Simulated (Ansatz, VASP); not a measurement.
**V2N3: VASP beside Ansatz**

INCAR

```
PREC = Accurate
ENCUT = 520
EDIFF = 1E-6
ISMEAR = 0
SIGMA = 0.15
LREAL = F
LASPH = T
NELM = 100
ALGO = Normal
ISIF = 2
LWAVE = F
LCHARG = F
GGA = PS
NBANDS = 28
```

The input KPOINTS:

```
regular mesh
0
Gamma
  18 18 8
```

POSCAR

```
V2N3
1.0
    2.7797869938      0.0000000000      0.0000000000
   -1.3898934969      2.3953293230      0.0000000000
    0.0000000000      0.0000000000      6.1963538749
V N
2 3
Direct
    0.6666666667      0.3333333333      0.3021155180
    0.3333333333      0.6666666667      0.6978844820
    0.0000000000      0.0000000000      0.5000000000
    0.0000000000      0.0000000000      0.1074399115
    0.0000000000      0.0000000000      0.8925600885
```

Input for Ansatz:

```yaml
crystal:
  lattice:
    - [2.7797869938, 0.0, 0.0]
    - [-1.3898934969, 2.395329323, 0.0]
    - [0.0, 0.0, 6.1963538749]
  atoms:
    - { symbol: V, position: [0.6666666667, 0.3333333333, 0.302115518] }
    - { symbol: V, position: [0.3333333333, 0.6666666667, 0.697884482] }
    - { symbol: "N", position: [0.0, 0.0, 0.5] }
    - { symbol: "N", position: [0.0, 0.0, 0.1074399115] }
    - { symbol: "N", position: [0.0, 0.0, 0.8925600885] }
basis:
  ecutwfc: 420
kpoints:
  mp_grid: { grid: [18, 18, 8] }
hamiltonian:
  xc: pbesol
scf:
  occupations: { method: gaussian, width: 0.15 }
output:
  forces: true
  stress: true
  eigenvalues: true
```

Change from the starting cell: strain -0.0050 x Voigt [0, 1, 0, 0, 0, 0], atoms carried along.

Alike in both runs: task single point; functional PBEsol; k mesh 18 × 18 × 8; occupations gaussian, width 0.15 eV; no spin polarisation.

|  | VASP | Ansatz |
| --- | --- | --- |
| version | VASP 6.6.1 | Ansatz 0.2.0 |
| potentials or method | VASP PAW PBE potentials, release 64 (V_sv, N), cutoff 520 eV | scalar-relativistic, plane waves, PAW |
| valence electrons in the cell | 41 | 41 |

VASP gave:

- gap on the k mesh at the Fermi level (eV): none
- pressure (GPa): 2.3
- traceless stress, the component that is largest in VASP (GPa): 1.19
- rms of the force components (eV/Å): 0.026

**Question.** What did Ansatz give for the same quantities?

**Answer.** gap on the k mesh at the Fermi level (eV): none; pressure (GPa): 1.5; traceless stress, the component that is largest in VASP (GPa): 1.41; rms of the force components (eV/Å): 0.015.

VASP's potentials were made for PBE, not for PBEsol. Atom by atom the forces differ by 0.025 eV/Å (rms over components). A gap of «none» marks a metal or a gap that the smearing closes. The functional is the same, so the differences come from potentials, cutoffs and numerics.
